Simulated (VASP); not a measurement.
# Al6SiN8 (a cell with a defect) in VASP: further runs, part 2 of 2

VASP 6.6.1. The steps go on from the part before.

## Step 4: Relaxation of the atoms, LDA

Input file INCAR:

```
PREC = Accurate
ENCUT = 520
EDIFF = 1E-6
ISMEAR = 0
SIGMA = 0.05
LREAL = Auto
LASPH = True
NELM = 80
ALGO = Normal
ISIF = 2
LWAVE = False
LCHARG = False
GGA = CA
IBRION = 2
NSW = 80
EDIFFG = -0.03
NELECT = 60.0
```

Input file KPOINTS:

```
regular mesh
0
Gamma
  2 2 2
```

Input file POSCAR:

```
Al6SiN8
1.0
   -3.1285880000     -5.4188740000      0.0000000000
    4.6928820000     -2.7094370000      0.0000000000
    0.0000000000      0.0000000000      5.0169550000
Al Si N
6 1 8
Direct
    0.4953949000      0.6720697000      0.4996914000
    0.2580157000      0.8269088000      0.9868914000
   -0.0005403000      0.6615803000      0.4929489000
    0.0073711000      0.3307356000      1.0099563000
    0.7555257000      0.1774946000      0.4949938000
    0.7423531000      0.8354898000      0.9941473000
    0.4938700000      0.3351574000      0.9945928000
    0.5090726000      0.6637041000      0.8827292000
    0.4942464000      0.3269283000      0.3824580000
    0.2449453000      0.1629694000      0.8882156000
    0.2535592000      0.8294941000      0.3751273000
   -0.0029684000      0.6674343000      0.8760844000
    0.0043302000      0.3317299000      0.3817793000
    0.7472330000      0.1751410000      0.8754056000
    0.7495287000      0.8391917000      0.3789513000
```

Started as:

```bash
> cat potpaw_LDA.64/Al/POTCAR potpaw_LDA.64/Si/POTCAR potpaw_LDA.64/N/POTCAR > POTCAR
> mpirun -np 1 vasp_std > vasp.out
```

It took 19 min on 1 thread of Intel Xeon Platinum 8488C (Sapphire Rapids), shared host; peak memory 0.23 GiB.

It converged, with:

| Property | Result |
| --- | --- |
| Free energy | -131.4705 eV |
| Energy gained by relaxing | 246.1 meV/atom |
| Ionic steps | 34 |
| Largest force after relaxing | 0.016 eV/Å |

Forces in eV/Å, atoms in the order of the input:
```
Al   0.000  0.006 -0.008
Al  -0.003 -0.012 -0.005
Al   0.006 -0.005  0.007
Al  -0.009 -0.004  0.013
Al   0.001 -0.001  0.001
Al  -0.006  0.001  0.001
Si   0.006  0.009 -0.008
N   -0.001  0.014 -0.003
N   -0.002  0.009  0.000
N    0.003  0.002 -0.006
N    0.014 -0.001  0.000
N    0.002 -0.004 -0.001
N    0.001 -0.007  0.008
N   -0.006 -0.006 -0.004
N   -0.006  0.000  0.004
```

The path:
```tsv
step	energy change (eV)	largest force (eV/Å)	pressure (GPa)
1	0.0000	3.0440	-30.09
2	-1.2712	1.6686	-28.56
3	-1.2712	1.6721	-28.57
4	-1.6756	1.3257	-26.77
5	-1.8063	2.1374	-25.05
6	-2.0785	1.0924	-24.29
7	-2.1786	1.2021	-23.22
8	-2.3901	1.0164	-21.95
9	-2.6175	1.4874	-19.81
10	-2.8921	1.3016	-19.37
11	-2.8231	6.5964	-15.17
12	-3.0468	1.5304	-19.13
13	-3.3438	1.5382	-18.22
14	-3.3347	1.8510	-17.62
15	-3.3505	1.6468	-18.02
16	-2.9220	8.0257	-15.20
17	-3.3931	1.5387	-17.85
18	-3.4044	1.4927	-17.74
19	-3.4079	1.5165	-17.61
20	-3.5949	0.7346	-18.37
21	-3.6081	0.7980	-18.54
22	-3.6496	0.5508	-18.65
23	-3.6537	0.5096	-18.67
24	-3.6698	0.3862	-18.70
25	-3.6750	0.3000	-18.73
26	-3.6831	0.1944	-18.71
27	-3.6846	0.1656	-18.69
28	-3.6891	0.1217	-18.79
29	-3.6892	0.1182	-18.81
30	-3.6905	0.0590	-18.80
31	-3.6906	0.0536	-18.80
32	-3.6909	0.0308	-18.80
33	-3.6909	0.0304	-18.80
34	-3.6910	0.0160	-18.80
```

Final structure:
```
CELL_PARAMETERS angstrom
-3.12859 -5.41887 0.00000
4.69288 -2.70944 0.00000
0.00000 0.00000 5.01696
ATOMIC_POSITIONS crystal
Al 0.50511 0.66529 0.50578
Al 0.25416 0.82851 0.00378
Al 0.98835 0.67183 0.50501
Al 0.00513 0.34510 0.99118
Al 0.74310 0.13523 0.52931
Al 0.75013 0.83103 0.00408
Si 0.51122 0.33866 0.99180
N 0.50613 0.64722 0.87700
N 0.63222 0.39046 0.31571
N 0.27124 0.18081 0.98428
N 0.24808 0.71985 0.35344
N 0.99957 0.67713 0.87296
N 0.85480 0.39308 0.32046
N 0.73881 0.16861 0.88165
N 0.74391 0.84320 0.37754
```

Levels at points of the mesh, in eV from the Fermi level:
```
           k point  band 27  band 28  band 29  band 30  band 31  band 32  band 33  band 34
(0.00, 0.00, 0.00)    -0.68    -0.60    -0.45    -0.14    -0.06     3.75     5.57     5.95
(0.50, 0.00, 0.00)    -1.06    -0.86    -0.41    -0.06     0.29     4.51     4.82     5.89
(0.00, 0.50, 0.00)    -0.80    -0.62    -0.32    -0.14     0.29     4.72     5.18     5.83
(0.50, 0.50, 0.00)    -1.11    -0.85    -0.54     0.17     0.42     5.22     5.51     6.01
(0.00, 0.00, 0.50)    -0.84    -0.67    -0.55    -0.27    -0.16     4.33     5.30     5.64
(0.50, 0.00, 0.50)    -0.92    -0.83    -0.38    -0.16     0.22     5.14     5.47     5.68
(0.00, 0.50, 0.50)    -1.03    -0.88    -0.51     0.03     0.20     4.70     4.86     5.47
(0.50, 0.50, 0.50)    -1.24    -1.05    -0.49    -0.05     0.69     5.14     5.42     5.62
```

Caveat: the k points lie up to 0.63 Å⁻¹ apart; the cell carries a net charge on a neutralising background, which shifts energy and pressure; the cell is charged against a uniform background, so pressure and absolute levels hang on convention.

## Step 5: Relaxation of the atoms, LDA

Input file INCAR:

```
SYSTEM = Al6SiN8
PREC     = Accurate       ! precision mode
ENCUT    = 520            ! plane-wave cutoff, eV
EDIFF    = 1E-6           ! SCF threshold, eV
ISMEAR   = 0              ! smearing method
SIGMA    = 0.05           ! smearing width, eV
LREAL    = Auto         
LASPH    = .TRUE.         ! aspherical terms in the spheres
NELM     = 80             ! most SCF steps
ALGO     = Normal         ! electronic algorithm
ISIF     = 2              ! what is computed and relaxed
LWAVE    = .FALSE.        ! write WAVECAR
LCHARG   = .FALSE.        ! write CHGCAR
IBRION   = 2              ! ionic algorithm
NSW      = 80             ! ionic steps
EDIFFG   = -0.03          ! ionic threshold
NELECT   = 60.0
```

Input file KPOINTS:

```
Automatic mesh
0
G
  2 2 2
  0 0 0
```

Input file POSCAR:

```
Al6SiN8
1.0
   -3.1285880000     -5.4188740000      0.0000000000
    4.6928820000     -2.7094370000      0.0000000000
    0.0000000000      0.0000000000      5.0169550000
Al Si N
6 1 8
Direct
    0.4999999500      0.6666666500      0.4992870000
    0.2499999500      0.8333333300      0.9992870000
   -0.0000000300      0.6666666800      0.4992870000
   -0.0000000100      0.3333333300      0.9992870000
    0.7499999600      0.1666666300      0.4992870000
    0.7499999300      0.8333333000      0.9992870000
    0.2499999800      0.1666666600      1.4992870000
    0.4999999500      0.6666666500      0.8807130000
    0.4999999600      0.3333333100      0.3807130000
    0.2499999800      0.1666666600      0.8807130000
    0.2499999500      0.8333333300      0.3807130000
   -0.0000000300      0.6666666800      0.8807130000
   -0.0000000100      0.3333333300      0.3807130000
    0.7499999600      0.1666666300      0.8807130000
    0.7499999300      0.8333333000      0.3807130000
```

Started as:

```bash
> cat potpaw_LDA.64/Al/POTCAR potpaw_LDA.64/Si/POTCAR potpaw_LDA.64/N/POTCAR > POTCAR
> mpirun -np 1 vasp_std > vasp.out
```

Wall time 24 min (1 thread of Intel Xeon Platinum 8488C (Sapphire Rapids), shared host); peak memory 0.23 GiB.

Results (log left out):

```yaml
Free_energy: -131.4704 eV
Largest_force_after_relaxing: 0.030 eV/Å
```

Forces on the atoms (eV/Å):
```
Al   0.004  0.006 -0.006
Al  -0.008  0.002  0.001
Al   0.016 -0.008  0.005
Al   0.004 -0.006 -0.008
Al   0.003  0.002  0.001
Al  -0.004  0.001 -0.009
Si   0.013 -0.001 -0.002
N   -0.028  0.007 -0.004
N    0.000  0.009  0.006
N    0.000 -0.009 -0.006
N   -0.005 -0.009  0.006
N    0.004  0.007  0.010
N    0.006 -0.006  0.001
N   -0.002  0.003  0.005
N   -0.003  0.000  0.000
```

Final structure:
```
Al Si N
1.0
    -3.12859   -5.41887    0.00000
     4.69288   -2.70944    0.00000
     0.00000    0.00000    5.01696
Al Si N
6 1 8
Direct
  0.49589 0.67163 0.50566
  0.24507 0.83519 0.00739
  0.99998 0.66880 0.50582
  0.00689 0.36494 0.03125
  0.74490 0.15484 0.49327
  0.76184 0.82835 0.00707
  0.23901 0.16132 0.49345
  0.50215 0.78135 0.85501
  0.47895 0.31934 0.48566
  0.11794 0.10991 0.81751
  0.24397 0.85285 0.37861
  0.00633 0.65700 0.87930
  0.01118 0.33126 0.38348
  0.89539 0.10705 0.82237
  0.75052 0.82283 0.37486
```

Levels at points of the mesh, in eV from the Fermi level:
| k point | band 28 | band 29 | band 30 | band 31 | band 32 | band 33 |
| --- | --- | --- | --- | --- | --- | --- |
| (0.00, 0.00, 0.00) | -0.60 | -0.45 | -0.14 | -0.06 | 3.75 | 5.57 |
| (0.50, 0.00, 0.00) | -0.86 | -0.42 | -0.06 | 0.29 | 4.51 | 4.82 |
| (0.00, 0.50, 0.00) | -0.62 | -0.32 | -0.14 | 0.29 | 4.72 | 5.18 |
| (0.50, 0.50, 0.00) | -0.85 | -0.54 | 0.17 | 0.42 | 5.23 | 5.51 |
| (0.00, 0.00, 0.50) | -0.67 | -0.55 | -0.27 | -0.17 | 4.33 | 5.29 |
| (0.50, 0.00, 0.50) | -0.83 | -0.39 | -0.16 | 0.22 | 5.14 | 5.46 |
| (0.00, 0.50, 0.50) | -0.88 | -0.51 | 0.04 | 0.20 | 4.70 | 4.86 |
| (0.50, 0.50, 0.50) | -1.05 | -0.49 | -0.05 | 0.69 | 5.14 | 5.42 |

Caveat: the k points lie up to 0.63 Å⁻¹ apart; the cell carries a net charge on a neutralising background, which shifts energy and pressure; the cell is charged against a uniform background, so pressure and absolute levels hang on convention.
